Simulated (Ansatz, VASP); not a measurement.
## One calculation of SiO2, two programs

Contents of INCAR:

```
  PREC = Accurate
  ENCUT = 520
  EDIFF = 1E-7
  ISMEAR = 0
  SIGMA = 0.02
  LREAL = False
  LASPH = True
  NELM = 100
  ALGO = Normal
  ISIF = 2
  LWAVE = False
  LCHARG = False
  GGA = PE
  NBANDS = 25
```

The input KPOINTS:

```
Automatic mesh
0
Gamma
  8 8 8
```

The input POSCAR:

```
SiO2
1.0
   -2.3740500000      2.3740500000      3.7440000000
    2.3740500000     -2.3740500000      3.7440000000
    2.3740500000      2.3740500000     -3.7440000000
Si O
2 4
Direct
    0.0000000000      0.0000000000      0.0000000000
    0.7500000000      0.2500000000      0.5000000000
    0.9983800000      0.6250000000      0.8733800000
    0.3750000000      0.2483800000      0.3733800000
    0.7516200000      0.1250000000      0.1266200000
    0.8750000000      0.0016200000      0.6266200000
```

Input for Ansatz:

```yaml
crystal:
  lattice:
    - [-2.37405, 2.37405, 3.744]
    - [2.37405, -2.37405, 3.744]
    - [2.37405, 2.37405, -3.744]
  atoms:
    - { symbol: Si, position: [0.0, 0.0, 0.0] }
    - { symbol: Si, position: [0.75, 0.25, 0.5] }
    - { symbol: O, position: [0.99838, 0.625, 0.87338] }
    - { symbol: O, position: [0.375, 0.24838, 0.37338] }
    - { symbol: O, position: [0.75162, 0.125, 0.12662] }
    - { symbol: O, position: [0.875, 0.00162, 0.62662] }
basis:
  ecutwfc: 420
kpoints:
  mp_grid: { grid: [8, 8, 8] }
hamiltonian:
  xc: pbe
scf:
  occupations: { method: gaussian, width: 0.02 }
output:
  forces: true
  stress: true
  eigenvalues: true
  populations: true
  write_density: true
  write_potential: true
  elf: true
  volumetric_format: npy
```

Alike in both runs: task single point; functional PBE; k mesh 8 × 8 × 8; occupations gaussian, width 0.02 eV; no spin polarisation.

|  | VASP | Ansatz |
| --- | --- | --- |
| version | VASP 6.6.1 | Ansatz 0.2.0 |
| potentials or method | VASP PAW PBE potentials, release 64 (Si, O), cutoff 520 eV | scalar-relativistic, plane waves, PAW |
| valence electrons in the cell | 32 | 32 |

```csv
,VASP,Ansatz,Ansatz less VASP
gap on the k mesh at the Fermi level (eV),6.04,6.04,+0.002
least direct gap on the mesh (eV),6.04,6.04,+0.002
pressure (GPa),3.7,3.5,-0.16
"traceless stress, the component that is largest in VASP (GPa)",-1.25,-1.31,-0.056
rms of the force components (eV/Å),0.063,0.062,-0.0010
```

Atom by atom the forces differ by 0.001 eV/Å (rms over components).
